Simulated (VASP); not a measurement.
Here is a VASP 6.6.1 calculation.

Contents of INCAR:

```
SYSTEM = NbAl2B3
PREC = Accurate
ENCUT = 520
EDIFF = 1E-6
ISMEAR = 0
SIGMA = 0.1
LREAL = .False.
LASPH = .True.
NELM = 80
ALGO = Normal
ISIF = 2
LWAVE = .False.
LCHARG = .False.
GGA = PE
NBANDS = 23
```

Contents of KPOINTS:

```
regular mesh
0
Gamma
  10 10 12
  0 0 0
```

File POSCAR:

```
NbAl2B3
1.0
    2.4541730388     -4.4730330217      0.0000000000
    2.4541730388      4.4730330217      0.0000000000
    0.0000000000      0.0000000000      2.9684405058
Al Nb B
2 1 3
Direct
    0.0000000000      0.5000000000      0.5000000000
    0.5000000000      0.0000000000      0.5000000000
    0.5000000000      0.5000000000      0.0000000000
    0.0994347007      0.9005652993      0.0000000000
    0.9005652993      0.0994347007      0.0000000000
    0.0000000000      0.0000000000      0.5000000000
```

Potentials or basis: VASP PAW PBE potentials, release 64 (Al, Nb_sv, B).

Command:

```sh
$ cat potpaw_PBE.64/Al/POTCAR potpaw_PBE.64/Nb_sv/POTCAR potpaw_PBE.64/B/POTCAR > POTCAR
$ mpirun -np 1 vasp_std > vasp.out
```

Estimate the band gap on the k mesh.

zero (bands 14 and 15 overlap by 2.15 eV).

Estimate the pressure.

-0.1 GPa.

Stress tensor (GPa, compression positive):
```
-0.17  0.00  0.00
 0.00 -0.15  0.00
 0.00  0.00 -0.07
```
